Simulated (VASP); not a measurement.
Here is a VASP 6.6.1 calculation.

INCAR

```
  ALGO = Normal
  EDIFF = 1E-6
  ENCUT = 520
  GGA = PE
  ISIF = 2
  ISMEAR = 0
  ISPIN = 2
  LASPH = T
  LCHARG = T
  LELF = T
  LMAXMIX = 6
  LORBIT = 11
  LREAL = F
  LVHAR = T
  LWAVE = F
  MAGMOM = 7 0
  NBANDS = 23
  NELM = 150
  PREC = Accurate
  SIGMA = 0.018000000000000002
```

The input KPOINTS:

```
k-points
0
Gamma
  9 9 9
```

The input POSCAR:

```
GdO
1.0
    2.8018137600      0.0000000000      0.0000000000
    0.0000000000      2.8018137600      0.0000000000
    0.0000000000      0.0000000000      2.8018137600
Gd O
1 1
Direct
    0.0000000000      0.0000000000      0.0000000000
    0.5000000000      0.5000000000      0.5000000000
```

Potentials or basis: VASP PAW PBE potentials, release 64 (Gd, O).

Command:

```bash
$ cat potpaw_PBE.64/Gd/POTCAR potpaw_PBE.64/O/POTCAR > POTCAR
$ mpirun -np 1 vasp_std > vasp.out
```

(1) What does it give for the pressure?

(2) Estimate the site moments.

Answers

(1) 48.4 GPa.

(2) Gd +6.70; O +0.01 μB.

Caveat: the cell stands under pressure; a cell with one magnetic atom can't hold antiferromagnetic order, which such compounds often take.
